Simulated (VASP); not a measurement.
# Re (P6_3/mmc) in VASP: a series of runs

Runs on Re. Level: PBE. Tasks: relaxation of cell and atoms, relaxation of shape and atoms at fixed volume.

Program: VASP 6.6.1. These are calculated values, not measurements. Logs are shortened: lines on timing, memory, paths and dates and some standing lists are left out, and cuts for length are marked.

**1. The cell of the first run**

It takes space group P6_3/mmc (No. 194, hexagonal). The conventional cell has a = 2.761 Å, b = 2.761 Å, c = 4.458 Å, α = 90.00°, β = 90.00°, γ = 120.00°. Within 3.6 Å of Re (site symmetry -6m2) lie 12 Re at 2.74 to 2.76 Å.

**2. Relaxation of cell and atoms, PBE**

File INCAR:

```
PREC = Accurate
ENCUT = 600
EDIFF = 1E-6
ISMEAR = 0
SIGMA = 0.1
LREAL = F
LASPH = T
NELM = 60
ALGO = Normal
ISIF = 3
LWAVE = F
LCHARG = F
GGA = PE
IBRION = 2
NSW = 100
EDIFFG = -0.005
```

File KPOINTS:

```
Automatic mesh
0
Gamma
  18 18 10
```

File POSCAR:

```
Re
1.0
    2.7608000000      0.0000000000      0.0000000000
   -1.3804000000      2.3909229348      0.0000000000
    0.0000000000      0.0000000000      4.4582000000
Re
2
Direct
    0.3333333333      0.6666666667      0.2500000000
    0.6666666667      0.3333333333      0.7500000000
```

Potentials or basis: VASP PAW PBE potentials, release 64 (Re).

Command:

```console
$ cat potpaw_PBE.64/Re/POTCAR > POTCAR
$ mpirun -np 1 vasp_std > vasp.out
```

OUTCAR:

```text
PREC = Accurate
   ENCUT = 600
   EDIFF = 1E-6
   ISMEAR = 0
   LREAL = F
   LASPH = T
   NELM = 60
   ISIF = 3
   GGA = PE
   IBRION = 2
   NSW = 100
   EDIFFG = -0.005

 ion  position               nearest neighbor table
   1  0.333  0.667  0.250-   2 2.74   2 2.74   2 2.74   2 2.74   2 2.74   2 2.74
   2  0.667  0.333  0.750-   1 2.74   1 2.74   1 2.74   1 2.74   1 2.74   1 2.74

  LATTYP: Found a hexagonal cell.
 ALAT       =     2.7608000000
 C/A-ratio  =     1.6148217908

  Lattice vectors:

 A1 = (   2.7608000000,   0.0000000000,   0.0000000000)
 A2 = (  -1.3804000000,   2.3909229348,   0.0000000000)
 A3 = (   0.0000000000,   0.0000000000,   4.4582000000)

Analysis of symmetry for initial positions (statically):
=====================================================================
 Subroutine PRICEL returns:
 Original cell was already a primitive cell.

 Routine SETGRP: Setting up the symmetry group for a
 hexagonal supercell.

 Subroutine GETGRP returns: Found 24 space group operations
 (whereof 12 operations were pure point group operations)
 out of a pool of 24 trial point group operations.

The static configuration has the point symmetry D_3d.
 The point group associated with its full space group is D_6h.

Analysis of symmetry for dynamics (positions and initial velocities):
=====================================================================
 Subroutine PRICEL returns:
 Original cell was already a primitive cell.

 Routine SETGRP: Setting up the symmetry group for a
 hexagonal supercell.

 Subroutine GETGRP returns: Found 24 space group operations
 (whereof 12 operations were pure point group operations)
 out of a pool of 24 trial point group operations.

The dynamic configuration has the point symmetry D_3d.
 The point group associated with its full space group is D_6h.

 Subroutine INISYM returns: Found 24 space group operations
 (whereof 12 operations are pure point group operations),
 and found     1 'primitive' translations

----------------------------------------------------------------------------------------

                                     Primitive cell

  volume of cell :      29.4280

  direct lattice vectors                    reciprocal lattice vectors
     2.760800000  0.000000000  0.000000000     0.362213851  0.209124264  0.000000000
    -1.380400000  2.390922935  0.000000000     0.000000000  0.418248529  0.000000000
     0.000000000  0.000000000  4.458200000     0.000000000  0.000000000  0.224305774

  length of vectors
     2.760800000  2.760800000  4.458200000     0.418248529  0.418248529  0.224305774

  position of ions in fractional coordinates (direct lattice)
     0.333333333  0.666666667  0.250000000
     0.666666667  0.333333333  0.750000000

  ion indices of the primitive-cell ions
   primitive index   ion index
                 1           1
                 2           2

----------------------------------------------------------------------------------------

 KPOINTS: Automatic mesh

Automatic generation of k-mesh.
 Grid dimensions read from file:
 generate k-points for:   18   18   10

 Generating k-lattice:

  Cartesian coordinates                     Fractional coordinates (reciprocal lattice)
     0.020122992  0.011618015  0.000000000     0.055555556 -0.000000000  0.000000000
     0.000000000  0.023236029  0.000000000     0.000000000  0.055555556  0.000000000
     0.000000000  0.000000000  0.022430577     0.000000000  0.000000000  0.100000000

  Length of vectors
     0.023236029  0.023236029  0.022430577

  Shift w.r.t. Gamma in fractional coordinates (k-lattice)
     0.000000000  0.000000000  0.000000000

 Subroutine IBZKPT returns following result:
 ===========================================

 Found    222 irreducible k-points:

 Following reciprocal coordinates:
            Coordinates               Weight
  0.000000  0.000000  0.000000      1.000000
  0.055556 -0.000000  0.000000      6.000000
  0.111111 -0.000000  0.000000      6.000000
  0.166667 -0.000000  0.000000      6.000000
  0.222222 -0.000000  0.000000      6.000000
  0.277778 -0.000000  0.000000      6.000000
[... 16 lines left out ...]
  0.333333  0.111111  0.000000     12.000000
  0.388889  0.111111  0.000000     12.000000
 [... further k-points ...]
   k-points           NKPTS =    222   k-points in BZ     NKDIM =    222   number of bands    NBANDS=     11
   number of dos      NEDOS =    301   number of ions     NIONS =      2
   total plane-waves  NPLWV =  20736
   dimension x,y,z NGX =    24 NGY =   24 NGZ =   36
   dimension x,y,z NGXF=    48 NGYF=   48 NGZF=   72
   ions per type =               2
   NGX,Y,Z   is equivalent  to a cutoff of  14.45, 14.45, 13.42 a.u.
   NGXF,Y,Z  is equivalent  to a cutoff of  28.90, 28.90, 26.85 a.u.
 SYSTEM =  unknown system
   PREC   = accura    normal or accurate (medium, high low for compatibility)
   ISTART =      0    job   : 0-new  1-cont  2-samecut
   ICHARG =      2    charge: 1-file 2-atom 10-const
   ISPIN  =      1    spin polarized calculation?
   LNONCOLLINEAR =      F non collinear calculations
   LSORBIT =      F    spin-orbit coupling
   LASPH  =      T    aspherical Exc in radial PAW
   ENCUT  =  600.0 eV  44.10 Ry    6.64 a.u.   5.51  5.51  8.90*2*pi/ulx,y,z
   NELM   =     60;   NELMIN=  2; NELMDL= -5     # of ELM steps
   EDIFF  = 0.1E-05   stopping-criterion for ELM
   LREAL  =      F    real-space projection
   EDIFFG = -.5E-02   stopping-criterion for IOM
   NSW    =    100    number of steps for IOM
   IBRION =      2    ionic relax: 0-MD 1-quasi-New 2-CG
   NFREE  =      1    steps in history (QN), initial steepest desc. (CG)
   ISIF   =      3    stress and relaxation
   ISYM   =      2    0-nonsym 1-usesym 2-fastsym
   POTIM  = 0.5000    time-step for ionic-motion
   TEBEG  =    0.0;   TEEND  =   0.0 temperature during run
   PSTRESS=    0.0 pullay stress
   NELECT =      14.0000    total number of electrons
   NUPDOWN=      -1.0000    fix difference up-down
   EMIN   =  10.00;   EMAX   =-10.00  energy-range for DOS
   EFERMI =   0.00;   METHOD = LEGACY
   ISMEAR =     0;   SIGMA  =   0.10  broadening in eV -4-tet -1-fermi 0-gaus
   EFERMI_NEDOS =   21; number of points for ismear=-14 and -15
   IALGO  =     38    algorithm
   IMIX   =      4    mixing-type and parameters
     AMIX     =   0.40;   BMIX     =  1.00
     AMIX_MAG =   1.60;   BMIX_MAG =  1.00
  volume/ion in A,a.u.               =      14.71        99.29
  Fermi-wavevector in a.u.,A,eV,Ry     =   1.278000  2.415070 22.222174  1.633284
  Thomas-Fermi vector in A             =   2.410568
   LORBIT       =      0    0 simple, 1 ext, 2 COOP (PROOUT), +10 PAW based schemes
   GGA     = PE    functional components
   LHFCALC =     F    Hartree Fock is set to
   AEXX    =    0.0000 exact exchange contribution
   IVDW    =     0    specifies the selected vdW correction
   LEPSILON=     F    determine dielectric tensor
   LRPA    =     F    only Hartree local field effects (RPA)
 conjugate gradient relaxation of ions
 non-spin polarized calculation
 Gauss-broadening in eV      SIGMA  =   0.10
  energy-cutoff  :      600.00
  volume of cell :       29.43
 maximum number of plane-waves:      1014
 NGX is ok and might be reduce to    24
   NGX = 11   NGY = 11   NGZ = 17

--------------------------------------- Ionic step        1  -------------------------------------------

 number of electron      14.0000000 magnetization

 Free energy of the ion-electron system (eV)
  ---------------------------------------------------
  ext. energy  EPLUGINS =         0.00000000
  ---------------------------------------------------
  free energy    TOTEN  =       -24.84895856 eV

  energy without entropy =      -24.84067995  energy(sigma->0) =      -24.84481926

------------------------ aborting loop because EDIFF is reached ----------------------------------------

  FORCE on cell =-STRESS in cart. coord.  units (eV):
  Direction    XX          YY          ZZ          XY          YZ          ZX
  --------------------------------------------------------------------------------------
  -------------------------------------------------------------------------------------
  Total        1.0381397      1.0381397      1.0774352      0.0000000     -0.0000000     -0.0000000
  in kB       56.5205395     56.5205395     58.6599486      0.0000000     -0.0000000     -0.0000000
  external PRESSURE =      57.2336759 kB  Pullay stress =       0.0000000 kB

 VOLUME and BASIS-vectors are now :
 -----------------------------------------------------------------------------
  energy-cutoff  :      600.00
  volume of cell :       29.43
      direct lattice vectors                 reciprocal lattice vectors
     2.760800000  0.000000000  0.000000000     0.362213851  0.209124264  0.000000000
    -1.380400000  2.390922935  0.000000000     0.000000000  0.418248529  0.000000000
     0.000000000  0.000000000  4.458200000     0.000000000  0.000000000  0.224305774
[... 253 lines left out ...]
 POSITION                                       TOTAL-FORCE (eV/Angst)
 -----------------------------------------------------------------------------------
     -0.00000      1.60146      1.12030        -0.000000      0.000000      0.000000
      1.38691      0.80073      3.36090         0.000000     -0.000000      0.000000
 -----------------------------------------------------------------------------------
    total drift:                               -0.000000      0.000000     -0.000000

  FREE ENERGIE OF THE ION-ELECTRON SYSTEM (eV)
  ---------------------------------------------------
  free  energy   TOTEN  =       -24.8566264368 eV

  energy  without entropy=      -24.8482389862  energy(sigma->0) =      -24.85243271

--------------------------------------- Ionic step        9  -------------------------------------------

 number of electron      14.0000000 magnetization

 Free energy of the ion-electron system (eV)
  ---------------------------------------------------
  ext. energy  EPLUGINS =         0.00000000
  ---------------------------------------------------
  free energy    TOTEN  =       -24.85662598 eV

  energy without entropy =      -24.84824197  energy(sigma->0) =      -24.85243397

 E-fermi :   7.6874     XC(G=0): -13.6484

 val. band max:        7.6823149783   @ k =   0.1667   0.0556   0.1000
 cond. band min:       7.6947023432   @ k =   0.3333   0.1667   0.4000
 fundamental gap:      0.0123873649
 Fermi energy:         7.6873815227

 k-point     1 :       0.0000    0.0000    0.0000
  band No.  band energies     occupation
      1      -2.0611      2.00000
      2       1.1875      2.00000
      3       6.1540      2.00000
      4       6.1631      2.00000
      5       6.1631      2.00000
      6       6.9780      2.00000
      7       6.9780      2.00000
      8       7.8933      0.00359
      9       7.8933      0.00359
     10       8.2839      0.00000
     11      10.9974      0.00000

 k-point     2 :       0.0556   -0.0000    0.0000
  band No.  band energies     occupation
      1      -1.9364      2.00000
      2       1.3053      2.00000
      3       5.8012      2.00000
      4       6.2768      2.00000
      5       6.4742      2.00000
      6       6.8882      2.00000
      7       7.0854      2.00000
      8       7.6321      1.56573
      9       7.7965      0.12295
     10       7.9784      0.00004
     11      11.0627      0.00000
[... 295 lines left out ...]
 k-point    24 :       0.3889    0.1111    0.0000
  band No.  band energies     occupation
      1       2.2096      2.00000
      2       2.3523      2.00000
      3       2.6796      2.00000
      4       5.4330      2.00000
      5       5.6663      2.00000
      6       6.3448      2.00000
      7       7.0824      2.00000
      8      10.8350      0.00000
      9      11.4221      0.00000
     10      11.6946      0.00000
     11      13.2166      0.00000

 [... further k-points ...]
[... 5 lines left out ...]
  --------------------------------------------------------------------------------------
  -------------------------------------------------------------------------------------
  Total        0.0030677      0.0030677     -0.0049327      0.0000000      0.0000000      0.0000000
  in kB        0.1645532      0.1645532     -0.2645863      0.0000000      0.0000000      0.0000000
  external PRESSURE =       0.0215067 kB  Pullay stress =       0.0000000 kB

 VOLUME and BASIS-vectors are now :
 -----------------------------------------------------------------------------
  energy-cutoff  :      600.00
  volume of cell :       29.87
      direct lattice vectors                 reciprocal lattice vectors
     2.774006514 -0.000000000 -0.000000000     0.360489420  0.208128664  0.000000000
    -1.387003257  2.402360111  0.000000000     0.000000000  0.416257328  0.000000000
    -0.000000000 -0.000000000  4.482067785     0.000000000 -0.000000000  0.223111307

 POSITION                                       TOTAL-FORCE (eV/Angst)
 -----------------------------------------------------------------------------------
     -0.00000      1.60157      1.12052        -0.000000     -0.000000      0.000000
      1.38700      0.80079      3.36155         0.000000      0.000000      0.000000
 -----------------------------------------------------------------------------------
    total drift:                               -0.000000      0.000000     -0.000000

  FREE ENERGIE OF THE ION-ELECTRON SYSTEM (eV)
  ---------------------------------------------------
  free  energy   TOTEN  =       -24.8566259753 eV

  energy  without entropy=      -24.8482419731  energy(sigma->0) =      -24.85243397

 reached required accuracy - stopping structural energy minimisation
```

It took 4.5 min on 1 thread of AMD EPYC 7R43 (Zen 3), shared host; peak memory 0.2 GiB.

What came out:

```yaml
Free_energy: -24.8566 eV
Relaxed_volume: 14.93 Å³/atom
Relaxed_cell: a = 2.774 Å, b = 2.774 Å, c = 4.482 Å, α = 90.00°, β = 90.00°, γ = 120.00°
Space_group_after_relaxing_to_0.05_Å: P6_3/mmc (No. 194)
Energy_gained_by_relaxing: 3.8 meV/atom
Ionic_steps: 9
Pressure_after_relaxing: 0.0 GPa
Band_gap_on_the_k_mesh: zero (band 7 reaches 9.12 eV, above the bottom of band 8 at 6.04 eV)
```

Step by step:
```tsv
step	energy change (eV)	largest force (eV/Å)	pressure (GPa)	volume (Å³)
1	0.0000	0.0000	5.72	29.43
2	0.1128	0.0000	-19.63	31.72
3	-0.0077	0.0000	-0.18	29.88
4	-0.0077	0.0000	-0.05	29.86
5	-0.0077	0.0000	0.06	29.86
6	-0.0077	0.0000	0.14	29.86
7	-0.0077	0.0000	0.14	29.86
8	-0.0077	0.0000	0.13	29.86
9	-0.0077	0.0000	0.00	29.87
```

Final structure:
```xyz
2
Lattice="2.7740 0.0000 0.0000 -1.3870 2.4024 0.0000 0.0000 0.0000 4.4821" Properties=species:S:1:pos:R:3 pbc="T T T"
Re    0.0000    1.6016    1.1205
Re    1.3870    0.8008    3.3616
```

Levels at points of the mesh, in eV from the Fermi level:
| k point | band 5 | band 6 | band 7 | band 8 | band 9 | band 10 |
| --- | --- | --- | --- | --- | --- | --- |
| (0.00, 0.00, 0.00) | -1.52 | -0.71 | -0.71 | 0.21 | 0.21 | 0.60 |
| (0.50, 0.00, 0.00) | -1.71 | -1.34 | -0.58 | 3.89 | 4.28 | 4.41 |
| (0.00, 0.00, 0.50) | -1.65 | -1.65 | -1.65 | -1.65 | 2.51 | 2.51 |
| (0.50, 0.00, 0.50) | 0.41 | 0.41 | 0.91 | 0.91 | 4.20 | 4.20 |

Caveat: spin-orbit coupling is left out, which moves the levels of the heavy elements. Zero-point motion and thermal expansion aren't in these numbers.

**3. Relaxation of shape and atoms at fixed volume, PBE (volume scaled by 0.94)**

File INCAR:

```
SYSTEM = Re
PREC     = Accurate       ! precision mode
ENCUT    = 600            ! plane-wave cutoff, eV
EDIFF    = 1E-7           ! SCF threshold, eV
ISMEAR   = 0              ! smearing method
SIGMA    = 0.1            ! smearing width, eV
LREAL    = .False.        ! projectors in reciprocal space
LASPH    = .True.         ! aspherical terms in the spheres
NELM     = 60             ! most SCF steps
ALGO     = Normal         ! electronic algorithm
ISIF     = 4              ! what is computed and relaxed
LWAVE    = .False.        ! write WAVECAR
LCHARG   = .False.        ! write CHGCAR
GGA      = PE             ! functional
IBRION   = 2              ! ionic algorithm
NSW      = 50             ! ionic steps
EDIFFG   = -0.01          ! ionic threshold
```

File KPOINTS:

```
Automatic mesh
0
Gamma
  18 18 10
  0 0 0
```

File POSCAR:

```
Re
1.0
    2.7182408299      0.0000000000      0.0000000000
   -1.3591204149      2.3540656123      0.0000000000
    0.0000000000      0.0000000000      4.3925894615
Re
2
Direct
    0.3333333333      0.6666666667      0.2500000000
    0.6666666667      0.3333333333      0.7500000000
```

Potentials or basis: VASP PAW PBE potentials, release 64 (Re).

Command:

```console
$ cat potpaw_PBE.64/Re/POTCAR > POTCAR
$ mpirun -np 1 vasp_std > vasp.out
```

Run time: 2.2 min. Hardware: 1 thread of Oxide Virtual Turin-like, shared host; peak memory 0.19 GiB.

Results (log left out):

```yaml
Free_energy: -24.7217 eV
Pressure_after_relaxing: 25.9 GPa
Band_gap_on_the_k_mesh: zero (band 7 reaches 10.07 eV, above the bottom of band 8 at 6.63 eV)
```

Final structure:
```
CELL_PARAMETERS angstrom
2.71824 0.00000 0.00000
-1.35912 2.35407 0.00000
0.00000 0.00000 4.39259
ATOMIC_POSITIONS crystal
Re 0.33333 0.66667 0.25000
Re 0.66667 0.33333 0.75000
```

Levels at points of the mesh, in eV from the Fermi level:
```tsv
k point	band 3	band 4	band 5	band 6	band 7	band 8	band 9	band 10	band 11
(0.00, 0.00, 0.00)	-1.70	-1.69	-1.69	-0.79	-0.79	0.21	0.21	0.73	3.59
(0.50, 0.00, 0.00)	-5.58	-2.07	-1.73	-1.44	-0.62	4.27	4.70	4.85	6.49
(0.00, 0.00, 0.50)	-2.51	-2.51	-1.83	-1.83	-1.83	-1.83	2.73	2.73	2.73
(0.50, 0.00, 0.50)	-4.36	-4.36	0.42	0.42	1.04	1.04	4.60	4.67	5.11
```

Caveat: the cell differs from its parent crystal (volume scaled by 0.94); the relaxation stopped at its first step, so nothing moved; spin-orbit coupling is left out, which moves the levels of the heavy elements.

**4. Relaxation of shape and atoms at fixed volume, PBE (volume scaled by 0.97)**

File INCAR:

```
SYSTEM = Re
PREC = Accurate
ENCUT = 600
EDIFF = 1E-6
ISMEAR = 0
SIGMA = 0.1
LREAL = .FALSE.
LASPH = .TRUE.
NELM = 80
ALGO = Normal
ISIF = 4
LWAVE = .FALSE.
LCHARG = .FALSE.
GGA = PE
IBRION = 2
NSW = 50
EDIFFG = -0.01
```

File KPOINTS:

```
regular mesh
0
G
  18 18 10
  0 0 0
```

File POSCAR:

```
Re
1.0
    2.7468559941      0.0000000000      0.0000000000
   -1.3734279970      2.3788470714      0.0000000000
    0.0000000000      0.0000000000      4.4388306435
Re
2
Direct
    0.3333333333      0.6666666667      0.2500000000
    0.6666666667      0.3333333333      0.7500000000
```

Command:

```console
$ cat potpaw_PBE.64/Re/POTCAR > POTCAR
$ mpirun -np 1 vasp_std > vasp.out
```

It took 1.8 min on 1 thread of Oxide Virtual Turin-like, shared host; peak memory 0.19 GiB.

The run converged. Its results:

```
Free energy             : -24.8260 eV
Pressure after relaxing : 11.7 GPa
Band gap on the k mesh  : zero (band 7 reaches 9.57 eV, above the bottom of band 8 at 6.32 eV)
```

Stress tensor (GPa, compression positive):
```
11.70  0.00  0.00
 0.00 11.70  0.00
 0.00  0.00 11.62
```

Final structure:
```
CELL_PARAMETERS angstrom
2.74686 0.00000 0.00000
-1.37343 2.37885 0.00000
0.00000 0.00000 4.43883
ATOMIC_POSITIONS crystal
Re 0.33333 0.66667 0.25000
Re 0.66667 0.33333 0.75000
```

Levels at points of the mesh, in eV from the Fermi level:
```csv
k point,band 3,band 4,band 5,band 6,band 7,band 8,band 9,band 10,band 11
"(0.00, 0.00, 0.00)",-1.61,-1.60,-1.60,-0.75,-0.75,0.21,0.21,0.65,3.45
"(0.50, 0.00, 0.00)",-5.34,-1.96,-1.72,-1.39,-0.60,4.07,4.48,4.62,6.22
"(0.00, 0.00, 0.50)",-2.41,-2.41,-1.73,-1.73,-1.73,-1.73,2.62,2.62,2.62
"(0.50, 0.00, 0.50)",-4.17,-4.17,0.41,0.41,0.97,0.97,4.39,4.41,4.89
```

Caveat: the cell differs from its parent crystal (volume scaled by 0.97); the relaxation stopped at its first step, so nothing moved; spin-orbit coupling is left out, which moves the levels of the heavy elements.

(Part 1 of 2 ends here.)
